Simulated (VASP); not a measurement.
A run of VASP 6.6.1:

Contents of INCAR:

```
PREC     = Accurate       # precision mode
ENCUT    = 520            # plane-wave cutoff, eV
EDIFF    = 1E-6           # SCF threshold, eV
ISMEAR   = 0              # smearing method
SIGMA    = 0.1            # smearing width, eV
LREAL    = False          # projectors in reciprocal space
LASPH    = True           # aspherical terms in the spheres
NELM     = 100            # most SCF steps
ALGO     = Normal         # electronic algorithm
ISIF     = 2              # what is computed and relaxed
LWAVE    = False          # write WAVECAR
LCHARG   = False          # write CHGCAR
GGA      = PE             # functional
NBANDS   = 22             # bands
```

File KPOINTS:

```
regular mesh
0
Gamma
  8 8 8
```

File POSCAR:

```
Si2N
1.0
   -1.3971101700      2.3669189300      3.9612067100
    1.3971101700     -2.3669189300      3.9612067100
    1.3971101700      2.3669189300     -3.9612067100
Si N
4 2
Direct
    0.8915721100      0.2101918600      0.6813802500
    0.4711883900      0.7898081400      0.6813802500
    0.5288116100      0.2101918600      0.3186197500
    0.1084278900      0.7898081400      0.3186197500
    0.3290336300      0.0000000000      0.3290336300
    0.6709663700      0.0000000000      0.6709663700
```

Potentials or basis: VASP PAW PBE potentials, release 64 (Si, N).

Run with:

```sh
$ cat potpaw_PBE.64/Si/POTCAR potpaw_PBE.64/N/POTCAR > POTCAR
$ mpirun -np 1 vasp_std > vasp.out
```

Hardware: 1 thread of Intel(R) Xeon(R) 6975P-C (Granite Rapids), with other jobs on the host.

**Question.** How long does it take, and how much memory?

**Answer.** It took 43 s on 1 thread of Intel(R) Xeon(R) 6975P-C (Granite Rapids) (shared host), peak memory 0.24 GiB. Counts: scf iterations 13, k points 95.
